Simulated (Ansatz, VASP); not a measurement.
**In in VASP and in Ansatz**

```
In
1.0
     0.00000    3.36709    3.36709
     3.36709    0.00000    3.36709
     3.36709    3.36709    0.00000
In
2
Direct
  0.12500 0.12500 0.12500
  0.87500 0.87500 0.87500
```

Alike in both runs: task single point; functional revPBE; k mesh 9 × 9 × 9; occupations fermi-dirac, width 0.1 eV; no spin polarisation.

|  | VASP | Ansatz |
| --- | --- | --- |
| version | VASP 6.6.1 | Ansatz 0.2.0 |
| potentials or method | VASP PAW PBE potentials, release 64 (In_d), cutoff 520 eV | plane waves (420 eV) with PAW, scalar-relativistic |
| valence electrons in the cell | 26 | 26 |

```tsv
	VASP	Ansatz	Ansatz less VASP
pressure (GPa)	0.8	0.9	+0.02
```

VASP's potentials were made for PBE, not for revPBE. With one functional, cell and mesh, what is left measures potentials, basis and numerics.
